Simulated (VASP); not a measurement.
# Sn (Fd-3m) in VASP: a series of runs

Sn is run at these levels: HSE06; tasks: single point.

Program: VASP 6.6.1. These are calculated values, not measurements. Logs are shortened: lines on timing, memory, paths and dates and some standing lists are left out, and cuts for length are marked.

### Step 1. The cell of the first run

Symmetry: Fd-3m, No. 227, cubic system. Conventional cell: a = 6.537 Å, b = 6.537 Å, c = 6.537 Å, α = 90.00°, β = 90.00°, γ = 90.00°. Within 3.7 Å of Sn (site symmetry -43m) lie 4 Sn at 2.83 Å.

This isn't the form of Sn at room conditions, which is tetragonal (white tin).

### Step 2. Single point, HSE06

File POSCAR:

```
Sn
1.0
    0.0000000000      3.2686331785      3.2686331785
    3.2686331785      0.0000000000      3.2686331785
    3.2686331785      3.2686331785      0.0000000000
Sn
2
Direct
    0.0000000000      0.0000000000      0.0000000000
    0.2500000000      0.2500000000      0.2500000000
```

File INCAR.step1:

```
PREC     = Accurate       # precision mode
ENCUT    = 520            # plane-wave cutoff, eV
EDIFF    = 1E-5           # SCF threshold, eV
ISMEAR   = -1             # smearing method
SIGMA    = 0.1            # smearing width, eV
LREAL    = F              # projectors in reciprocal space
LASPH    = T              # aspherical terms in the spheres
NELM     = 60             # most SCF steps
ALGO     = Normal         # electronic algorithm
ISIF     = 2              # what is computed and relaxed
LWAVE    = T              # write WAVECAR
GGA      = PE             # functional
NBANDS   = 21             # bands
```

File INCAR.step2:

```
PREC     = Accurate       # precision mode
ENCUT    = 520            # plane-wave cutoff, eV
EDIFF    = 1E-6           # SCF threshold, eV
ISMEAR   = -1             # smearing method
SIGMA    = 0.1            # smearing width, eV
LREAL    = F              # projectors in reciprocal space
LASPH    = T              # aspherical terms in the spheres
NELM     = 60             # most SCF steps
ALGO     = Normal         # electronic algorithm
ISIF     = 2              # what is computed and relaxed
LWAVE    = F              # write WAVECAR
LCHARG   = T              # write CHGCAR
GGA      = PE             # functional
LHFCALC  = T              # exact exchange
HFSCREEN = 0.2079         # screening, 1/A
PRECFOCK = Normal       
LELF     = T              # ELF
LVHAR    = T            
ISTART   = 1            
NBANDS   = 21             # bands
```

File KPOINTS:

```
regular mesh
0
Gamma
  4 4 4
```

Potentials or basis: VASP PAW PBE potentials, release 64 (Sn_d).

Started as:

```console
cat potpaw_PBE.64/Sn_d/POTCAR > POTCAR
cp INCAR.step1 INCAR
mpirun -np 1 vasp_std > vasp.out
cp INCAR.step2 INCAR
mpirun -np 1 vasp_std > vasp.out
```

OUTCAR:

```text
PREC = Accurate
   ENCUT = 520
   EDIFF = 1E-6
   ISMEAR = -1
   LREAL = F
   LASPH = T
   NELM = 60
   ISIF = 2
   GGA = PE
   LHFCALC = T
   HFSCREEN = 0.2079
   PRECFOCK = Normal
   ISTART = 1

 ion  position               nearest neighbor table
   1  0.000  0.000  0.000-   2 2.83   2 2.83   2 2.83   2 2.83
   2  0.250  0.250  0.250-   1 2.83   1 2.83   1 2.83   1 2.83

  LATTYP: Found a face centered cubic cell.
 ALAT       =     6.5372663570

  Lattice vectors:

 A1 = (   0.0000000000,   3.2686331785,   3.2686331785)
 A2 = (   3.2686331785,   0.0000000000,   3.2686331785)
 A3 = (   3.2686331785,   3.2686331785,   0.0000000000)

Analysis of symmetry for initial positions (statically):
=====================================================================
 Subroutine PRICEL returns:
 Original cell was already a primitive cell.

 Routine SETGRP: Setting up the symmetry group for a
 face centered cubic supercell.

 Subroutine GETGRP returns: Found 48 space group operations
 (whereof 24 operations were pure point group operations)
 out of a pool of 48 trial point group operations.

The static configuration has the point symmetry T_d .
 The point group associated with its full space group is O_h .

Analysis of symmetry for dynamics (positions and initial velocities):
=====================================================================
 Subroutine PRICEL returns:
 Original cell was already a primitive cell.

 Routine SETGRP: Setting up the symmetry group for a
 face centered cubic supercell.

 Subroutine GETGRP returns: Found 48 space group operations
 (whereof 24 operations were pure point group operations)
 out of a pool of 48 trial point group operations.

The dynamic configuration has the point symmetry T_d .
 The point group associated with its full space group is O_h .

 Subroutine INISYM returns: Found 48 space group operations
 (whereof 24 operations are pure point group operations),
 and found     1 'primitive' translations

----------------------------------------------------------------------------------------

                                     Primitive cell

  volume of cell :      69.8439

  direct lattice vectors                    reciprocal lattice vectors
     0.000000000  3.268633179  3.268633179    -0.152969138  0.152969138  0.152969138
     3.268633179  0.000000000  3.268633179     0.152969138 -0.152969138  0.152969138
     3.268633179  3.268633179  0.000000000     0.152969138  0.152969138 -0.152969138

  length of vectors
     4.622545371  4.622545371  4.622545371     0.264950319  0.264950319  0.264950319

  position of ions in fractional coordinates (direct lattice)
     0.000000000  0.000000000  0.000000000
     0.250000000  0.250000000  0.250000000

  ion indices of the primitive-cell ions
   primitive index   ion index
                 1           1
                 2           2

----------------------------------------------------------------------------------------

 KPOINTS: regular mesh

Automatic generation of k-mesh.
 Grid dimensions read from file:
 generate k-points for:    4    4    4

 Generating k-lattice:

  Cartesian coordinates                     Fractional coordinates (reciprocal lattice)
    -0.038242285  0.038242285  0.038242285     0.250000000  0.000000000  0.000000000
     0.038242285 -0.038242285  0.038242285     0.000000000  0.250000000  0.000000000
     0.038242285  0.038242285 -0.038242285     0.000000000  0.000000000  0.250000000

  Length of vectors
     0.066237580  0.066237580  0.066237580

  Shift w.r.t. Gamma in fractional coordinates (k-lattice)
     0.000000000  0.000000000  0.000000000

 Subroutine IBZKPT returns following result:
 ===========================================

 Found      8 irreducible k-points:

 Following reciprocal coordinates:
            Coordinates               Weight
  0.000000  0.000000  0.000000      1.000000
  0.250000  0.000000  0.000000      8.000000
  0.500000  0.000000  0.000000      4.000000
  0.250000  0.250000  0.000000      6.000000
  0.500000  0.250000  0.000000     24.000000
 -0.250000  0.250000  0.000000     12.000000
  0.500000  0.500000  0.000000      3.000000
 -0.250000  0.500000  0.250000      6.000000
   k-points           NKPTS =      8   k-points in BZ     NKDIM =     64   number of bands    NBANDS=     21
   number of dos      NEDOS =    301   number of ions     NIONS =      2
   total plane-waves  NPLWV =  46656
   dimension x,y,z NGX =    36 NGY =   36 NGZ =   36
   dimension x,y,z NGXF=    72 NGYF=   72 NGZF=   72
   ions per type =               2
   NGX,Y,Z   is equivalent  to a cutoff of  12.95, 12.95, 12.95 a.u.
   NGXF,Y,Z  is equivalent  to a cutoff of  25.89, 25.89, 25.89 a.u.
 SYSTEM =  unknown system
   PREC   = accura    normal or accurate (medium, high low for compatibility)
   ISTART =      1    job   : 0-new  1-cont  2-samecut
   ICHARG =      0    charge: 1-file 2-atom 10-const
   ISPIN  =      1    spin polarized calculation?
   LNONCOLLINEAR =      F non collinear calculations
   LSORBIT =      F    spin-orbit coupling
   LASPH  =      T    aspherical Exc in radial PAW
   ENCUT  =  520.0 eV  38.22 Ry    6.18 a.u.   8.59  8.59  8.59*2*pi/ulx,y,z
   NELM   =     60;   NELMIN=  2; NELMDL=  0     # of ELM steps
   EDIFF  = 0.1E-05   stopping-criterion for ELM
   LREAL  =      F    real-space projection
   EDIFFG = 0.1E-04   stopping-criterion for IOM
   NSW    =      0    number of steps for IOM
   IBRION =     -1    ionic relax: 0-MD 1-quasi-New 2-CG
   NFREE  =      0    steps in history (QN), initial steepest desc. (CG)
   ISIF   =      2    stress and relaxation
   ISYM   =      3    0-nonsym 1-usesym 2-fastsym
   POTIM  = 0.5000    time-step for ionic-motion
   TEBEG  =    0.0;   TEEND  =   0.0 temperature during run
   PSTRESS=    0.0 pullay stress
   NELECT =      28.0000    total number of electrons
   NUPDOWN=      -1.0000    fix difference up-down
   EMIN   =  10.00;   EMAX   =-10.00  energy-range for DOS
   EFERMI =   0.00;   METHOD = LEGACY
   ISMEAR =    -1;   SIGMA  =   0.10  broadening in eV -4-tet -1-fermi 0-gaus
   EFERMI_NEDOS =   21; number of points for ismear=-14 and -15
   IALGO  =     38    algorithm
   IMIX   =      1    mixing-type and parameters
     AMIX     =   0.40;   BMIX     =  1.00
     AMIX_MAG =   1.60;   BMIX_MAG =  1.00
  volume/ion in A,a.u.               =      34.92       235.66
  Fermi-wavevector in a.u.,A,eV,Ry     =   1.207122  2.281131 19.825656  1.457145
  Thomas-Fermi vector in A             =   2.342769
   LORBIT       =      0    0 simple, 1 ext, 2 COOP (PROOUT), +10 PAW based schemes
   GGA     = PE    functional components
   LHFCALC =     T    Hartree Fock is set to
   PRECFOCK=normal    Normal, Fast or Accurate (Low or Medium for compatibility)
   ENCUT4O =  -1.0   cutoff for four orbital integrals eV
   NKREDX  =     1    reduce k-point grid by
   NKREDY  =     1    reduce k-point grid by
   NKREDZ  =     1    reduce k-point grid by
   AEXX    =    0.2500 exact exchange contribution
   HFSCREEN=    0.2079 screening length (either q_TF or 0.3 A-1)
   HFSCREENC=   0.2079 screening length for correlation (either q_TF or 0.3 A-1)
   ENCUTFOCK=  -1.0 apply spherical cutoff to Coloumb kernel
   IVDW    =     0    specifies the selected vdW correction
   LEPSILON=     F    determine dielectric tensor
   LRPA    =     F    only Hartree local field effects (RPA)
 non-spin polarized calculation
  energy-cutoff  :      520.00
  volume of cell :       69.84
 maximum number of plane-waves:      1893
 NGX is ok and might be reduce to    36
  NGX = 28; NGY = 28; NGZ = 28

 number of electron      27.9999987 magnetization

 Free energy of the ion-electron system (eV)
  ---------------------------------------------------
  ext. energy  EPLUGINS =         0.00000000
  ---------------------------------------------------
  free energy    TOTEN  =        -8.87291698 eV

  energy without entropy =       -8.86366709  energy(sigma->0) =       -8.86829204

 E-fermi :   5.2982     XC(G=0):  -7.3212

 val. band max:        5.2501739474   @ k =   0.0000   0.0000   0.0000
 cond. band min:       5.6069689578   @ k =   0.5000   0.0000   0.0000
 fundamental gap:      0.3567950104
 Fermi energy:         5.2981568943

 k-point     1 :       0.0000    0.0000    0.0000
  band No.  band energies     occupation
      1     -18.5693      2.00000
      2     -18.5693      2.00000
      3     -18.5693      2.00000
      4     -18.5131      2.00000
      5     -18.5131      2.00000
      6     -18.2112      2.00000
[... 13 lines left out ...]
     20      13.7840      0.00000
     21      13.7840      0.00000

 k-point     2 :       0.2500    0.0000    0.0000
  band No.  band energies     occupation
      1     -18.5952      2.00000
      2     -18.5952      2.00000
      3     -18.5572      2.00000
      4     -18.4736      2.00000
      5     -18.4736      2.00000
      6     -18.2518      2.00000
[... 13 lines left out ...]
     20      12.6870      0.00000
     21      12.6870      0.00000

 k-point     3 :       0.5000    0.0000    0.0000
  band No.  band energies     occupation
      1     -18.6058      2.00000
      2     -18.6058      2.00000
      3     -18.5443      2.00000
      4     -18.4533      2.00000
      5     -18.4533      2.00000
      6     -18.2663      2.00000
[... 13 lines left out ...]
     20      14.7519      0.00000
     21      14.7548      0.00000

 k-point     4 :       0.2500    0.2500    0.0000
  band No.  band energies     occupation
      1     -18.5972      2.00000
      2     -18.5972      2.00000
      3     -18.5738      2.00000
      4     -18.4661      2.00000
      5     -18.4175      2.00000
      6     -18.3363      2.00000
[... 13 lines left out ...]
     20      13.9020      0.00000
     21      14.5241      0.00000

 k-point     5 :       0.5000    0.2500    0.0000
  band No.  band energies     occupation
      1     -18.6347      2.00000
      2     -18.6150      2.00000
      3     -18.5127      2.00000
      4     -18.4171      2.00000
      5     -18.3891      2.00000
      6     -18.3624      2.00000
[... 13 lines left out ...]
     20      15.0133      0.00000
     21      15.1844      0.00000

 k-point     6 :      -0.2500    0.2500    0.0000
  band No.  band energies     occupation
      1     -18.6283      2.00000
      2     -18.6168      2.00000
      3     -18.5067      2.00000
      4     -18.4504      2.00000
      5     -18.4137      2.00000
      6     -18.3108      2.00000
[... 13 lines left out ...]
     20      13.5777      0.00000
     21      15.4014      0.00000

 k-point     7 :       0.5000    0.5000    0.0000
  band No.  band energies     occupation
      1     -18.6209      2.00000
      2     -18.6209      2.00000
      3     -18.4893      2.00000
      4     -18.4893      2.00000
      5     -18.3540      2.00000
      6     -18.3540      2.00000
[... 13 lines left out ...]
     20      15.3044      0.00000
     21      16.3259      0.00000

 k-point     8 :      -0.2500    0.5000    0.2500
  band No.  band energies     occupation
      1     -18.6381      2.00000
      2     -18.6381      2.00000
      3     -18.4328      2.00000
      4     -18.4328      2.00000
      5     -18.3629      2.00000
      6     -18.3629      2.00000
[... 13 lines left out ...]
     20      15.0561      0.00000
     21      16.2395      0.00000

------------------------ aborting loop because EDIFF is reached ----------------------------------------

  FORCE on cell =-STRESS in cart. coord.  units (eV):
  Direction    XX          YY          ZZ          XY          YZ          ZX
  --------------------------------------------------------------------------------------
  -------------------------------------------------------------------------------------
  Total        0.3754296      0.3754296      0.3754296      0.0000000      0.0000000     -0.0000000
  in kB        8.6121295      8.6121295      8.6121295      0.0000000      0.0000000     -0.0000000
  external PRESSURE =       8.6121295 kB  Pullay stress =       0.0000000 kB

 VOLUME and BASIS-vectors are now :
 -----------------------------------------------------------------------------
  energy-cutoff  :      520.00
  volume of cell :       69.84
      direct lattice vectors                 reciprocal lattice vectors
     0.000000000  3.268633179  3.268633179    -0.152969138  0.152969138  0.152969138
     3.268633179  0.000000000  3.268633179     0.152969138 -0.152969138  0.152969138
     3.268633179  3.268633179  0.000000000     0.152969138  0.152969138 -0.152969138

 POSITION                                       TOTAL-FORCE (eV/Angst)
 -----------------------------------------------------------------------------------
      0.00000      0.00000      0.00000         0.000000     -0.000000      0.000000
      1.63432      1.63432      1.63432        -0.000000      0.000000     -0.000000
 -----------------------------------------------------------------------------------
    total drift:                               -0.000000     -0.000002      0.000002

  FREE ENERGIE OF THE ION-ELECTRON SYSTEM (eV)
  ---------------------------------------------------
  free  energy   TOTEN  =        -8.8729169839 eV

  energy  without entropy=       -8.8636670907  energy(sigma->0) =       -8.86829204
```

Wall time 21 min (1 thread of Oxide Virtual Turin-like, shared host); peak memory 0.28 GiB.

What came out:

```
Free energy            : -8.8729 eV
Pressure               : 0.9 GPa
Band gap on the k mesh : zero (filled and empty bands touch)
```

Caveat: the k points lie up to 0.42 Å⁻¹ apart; the PAW data sets were made with another functional, which shifts forces and pressure a little; spin-orbit coupling is left out, which moves the levels of the heavy elements.

### Step 3. Single point, HSE06

This run uses another cell than the first one, of 36.02 Å³/atom.

File POSCAR:

```
Sn
1.0
    0.0000000000      3.3026838914      3.3026838914
    3.3026838914      0.0000000000      3.3026838914
    3.3026838914      3.3026838914      0.0000000000
Sn
2
Direct
    0.0000000000      0.0000000000      0.0000000000
    0.2500000000      0.2500000000      0.2500000000
```

File INCAR.step1:

```
SYSTEM = Sn
  PREC = Accurate
  ENCUT = 520
  EDIFF = 1E-5
  ISMEAR = -1
  SIGMA = 0.1
  LREAL = .FALSE.
  LASPH = .TRUE.
  NELM = 80
  ALGO = Normal
  ISIF = 2
  LWAVE = .TRUE.
  LCHARG = .FALSE.
  NBANDS = 21
  GGA = PE
```

File INCAR.step2:

```
SYSTEM = Sn
  PREC = Accurate
  ENCUT = 520
  EDIFF = 1E-6
  ISMEAR = -1
  SIGMA = 0.1
  LREAL = .FALSE.
  LASPH = .TRUE.
  NELM = 80
  ALGO = Normal
  ISIF = 2
  LWAVE = .FALSE.
  LCHARG = .FALSE.
  GGA = PE
  LHFCALC = .TRUE.
  HFSCREEN = 0.2079
  PRECFOCK = Normal
  NBANDS = 21
  ISTART = 1
```

File KPOINTS:

```
Automatic mesh
0
G
  4 4 4
  0 0 0
```

Potentials or basis: VASP PAW PBE potentials, release 64 (Sn_d).

Started as:

```console
cat potpaw_PBE.64/Sn_d/POTCAR > POTCAR
cp INCAR.step1 INCAR
mpirun -np 1 vasp_std > vasp.out
cp INCAR.step2 INCAR
mpirun -np 1 vasp_std > vasp.out
```

Run time: 16 min. Hardware: 1 thread of Oxide Virtual Turin-like, shared host; peak memory 0.28 GiB.

It converged, with:

* Free energy: -8.8762 eV
* Pressure: -0.5 GPa
* Band gap on the k mesh: zero (filled and empty bands touch)

Levels at points of the mesh, in eV from the Fermi level:
```tsv
k point	band 12	band 13	band 14	band 15	band 16	band 17
(0.00, 0.00, 0.00)	-0.57	-0.03	-0.03	-0.03	2.56	2.56
(0.50, 0.00, 0.00)	-6.77	-1.26	-1.26	0.25	3.67	3.67
(0.50, 0.50, 0.00)	-8.14	-2.63	-2.63	1.20	1.20	8.28
```

Caveat: the k points lie up to 0.41 Å⁻¹ apart; the PAW data sets were made with another functional, which shifts forces and pressure a little; spin-orbit coupling is left out, which moves the levels of the heavy elements.

The gap in the log of VASP goes by the Fermi energy; the results here count the filled bands.